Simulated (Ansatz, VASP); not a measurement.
# One calculation of Ir, two programs

```
Ir
1.0
     0.00000    2.03990    1.61805
     2.03990    0.00000    1.61805
     2.03990    2.03990    0.00000
Ir
1
Direct
  0.00000 0.00000 0.00000
```

Alike in both runs: task single point; functional LDA; k mesh 22 × 22 × 22; occupations gaussian, width 0.15 eV; no spin polarisation.

```csv
,VASP,Ansatz
version,VASP 6.6.1,Ansatz 0.2.0
potentials or method,"VASP PAW LDA potentials, release 64 (Ir), cutoff 520 eV","scalar-relativistic, plane waves, PAW"
valence electrons in the cell,9,17
```

Ansatz gave:

| Item | Value |
| --- | --- |
| gap on the k mesh at the Fermi level (eV) | none |
| pressure (GPa) | 21.3 |
| traceless stress, the component that is largest in VASP (GPa) | 38.62 |

Problem. Which values does VASP return?

Solution. gap on the k mesh at the Fermi level (eV): none; pressure (GPa): 24.5; traceless stress, the component that is largest in VASP (GPa): 38.36.

Ansatz warns that its potentials were made for another functional, while VASP's fit it. LDA's correlation is that of Perdew and Zunger in VASP and of Perdew and Wang (1992) in Ansatz. A gap of «none» marks a metal or a gap that the smearing closes. VASP's potentials hold 9 valence electrons a cell and Ansatz's 17, so a difference there can come from the potentials and not from the codes.

Spin-orbit coupling is off throughout.
